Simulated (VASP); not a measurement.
Set up this calculation in VASP 6.6.1, as the native input.

```
Task                   : single point
Functional             : r2SCAN
Potentials or basis    : VASP PAW PBE potentials, release 64 (Tl_d)
Cutoff                 : 520 eV
k mesh                 : 4 × 4 × 4
Occupations            : gaussian, width 0.1 eV
Spin                   : no spin polarisation
Dipole correction      : no
Further INCAR settings : ALGO = Normal; EDIFF = 1e-06; NBANDS = 34
```

Crystal: Tl.

```
CELL_PARAMETERS angstrom
2.84719 -4.16841 0.00000
2.84719 4.16841 0.00000
0.00000 0.00000 5.68554
ATOMIC_POSITIONS crystal
Tl 0.16164 0.83836 0.12835
Tl 0.66164 0.33836 0.37165
Tl 0.83836 0.16164 0.87165
Tl 0.33836 0.66164 0.62835
```

One way to write it, as run:

POSCAR

```
Tl
1.0
    2.8471924019     -4.1684080976      0.0000000000
    2.8471924019      4.1684080976      0.0000000000
    0.0000000000      0.0000000000      5.6855440170
Tl
4
Direct
    0.1616441623      0.8383558377      0.1283530675
    0.6616441623      0.3383558377      0.3716469325
    0.8383558377      0.1616441623      0.8716469325
    0.3383558377      0.6616441623      0.6283530675
```

INCAR.step1

```
  ALGO = Normal
  EDIFF = 1E-4
  ENCUT = 520
  GGA = PE
  ISMEAR = 0
  LASPH = T
  LCHARG = F
  LREAL = F
  LWAVE = T
  NBANDS = 34
  NELM = 80
  PREC = Accurate
  SIGMA = 0.1
```

INCAR.step2

```
  ALGO = Normal
  EDIFF = 1E-6
  ENCUT = 520
  ISIF = 2
  ISMEAR = 0
  ISTART = 1
  LASPH = T
  LCHARG = F
  LMIXTAU = T
  LREAL = F
  LWAVE = F
  METAGGA = R2SCAN
  NBANDS = 34
  NELM = 80
  PREC = Accurate
  SIGMA = 0.1
```

KPOINTS

```
k-points
0
Gamma
  4 4 4
```

Potentials or basis: VASP PAW PBE potentials, release 64 (Tl_d).

Run with:

```sh
$ cat potpaw_PBE.64/Tl_d/POTCAR > POTCAR
$ cp INCAR.step1 INCAR
$ mpirun -np 1 vasp_std > vasp.out
$ cp INCAR.step2 INCAR
$ mpirun -np 1 vasp_std > vasp.out
```

Results of the run:

```yaml
Pressure: 0.1 GPa
Largest_force: 0.009 eV/Å
Band_gap_on_the_k_mesh: zero (bands 26 and 27 overlap by 1.45 eV)
```

Caveat: the PAW data sets were made with another functional, which shifts forces and pressure a little; spin-orbit coupling is left out, which moves the levels of the heavy elements.

Wall time 3.5 min on 1 thread of AMD EPYC 7R13 Processor (Zen 3) (shared host), peak memory 0.27 GiB.
